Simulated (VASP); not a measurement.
Set up this calculation in VASP 6.6.1, as the native input.

| Property | Result |
| --- | --- |
| Task | relaxation of cell and atoms |
| Functional | r2SCAN |
| Potentials or basis | VASP PAW PBE potentials, release 64 (Rh_pv) |
| Cutoff | 550 eV |
| k mesh | 10 × 10 × 10 |
| Occupations | methfessel-paxton, width 0.1 eV |
| Spin | no spin polarisation |
| Dipole correction | no |
| Further INCAR settings | ALGO = Normal; EDIFF = 1e-07; IBRION = 2; EDIFFG = -0.02; NSW = 60; ISIF = 3 |

Crystal: Rh.

```
CELL_PARAMETERS angstrom
0.00000 1.89785 1.89785
1.89785 0.00000 1.89785
1.89785 1.89785 0.00000
ATOMIC_POSITIONS crystal
Rh 0.00000 0.00000 0.00000
```

These files were run (other wordings do the same):

POSCAR

```
Rh
1.0
    0.0000000000      1.8978500000      1.8978500000
    1.8978500000      0.0000000000      1.8978500000
    1.8978500000      1.8978500000      0.0000000000
Rh
1
Direct
    0.0000000000      0.0000000000      0.0000000000
```

INCAR.step1

```
SYSTEM = Rh
PREC = Accurate ; ENCUT = 550
ISMEAR = 1 ; SIGMA = 0.1
LREAL = .FALSE. ; LASPH = .TRUE.
NELM = 120 ; GGA = PE
ALGO = Normal ; EDIFF = 1E-5
LWAVE = .TRUE. ; LCHARG = .FALSE.
GGA_COMPAT = .FALSE. ; IBRION = 2
ISIF = 3 ; EDIFFG = -0.005
NELMIN = 4 ; NSW = 100
```

INCAR.step2

```
SYSTEM = Rh
PREC = Accurate ; ENCUT = 550
EDIFF = 1E-7 ; ISMEAR = 1
SIGMA = 0.1 ; LREAL = .FALSE.
LASPH = .TRUE. ; NELM = 120
ALGO = Normal ; ISIF = 3
LWAVE = .FALSE. ; LCHARG = .FALSE.
METAGGA = R2SCAN ; LMIXTAU = .TRUE.
IBRION = 2 ; NSW = 60
EDIFFG = -0.02 ; ISTART = 1
GGA_COMPAT = .FALSE. ; NELMIN = 4
```

KPOINTS

```
regular mesh
0
G
  10 10 10
  0 0 0
```

Potentials or basis: VASP PAW PBE potentials, release 64 (Rh_pv).

Command:

```console
$ cat potpaw_PBE.64/Rh_pv/POTCAR > POTCAR
$ cp INCAR.step1 INCAR
$ mpirun -np 1 vasp_std > vasp.out
$ cp INCAR.step2 INCAR
$ mpirun -np 1 vasp_std > vasp.out
```

It gave:

| Property | Result |
| --- | --- |
| Relaxed volume | 13.77 Å³/atom |
| Relaxed cell | a = 2.690 Å, b = 2.690 Å, c = 2.690 Å, α = 60.00°, β = 60.00°, γ = 60.00° |
| Space group after relaxing (to 0.1 Å) | Fm-3m (No. 225) |
| Energy gained by relaxing | 0.6 meV/atom |
| Ionic steps | 3 |
| Pressure after relaxing | 0.0 GPa |
| Band gap on the k mesh | zero (an odd number of electrons rules out a gap without spin polarisation) |

Caveat: the PAW data sets were made with another functional, which shifts forces and pressure a little.

It took 110 s on 1 thread of AMD EPYC 9R45 96-Core Processor (Zen 5) (shared host), peak memory 0.12 GiB.
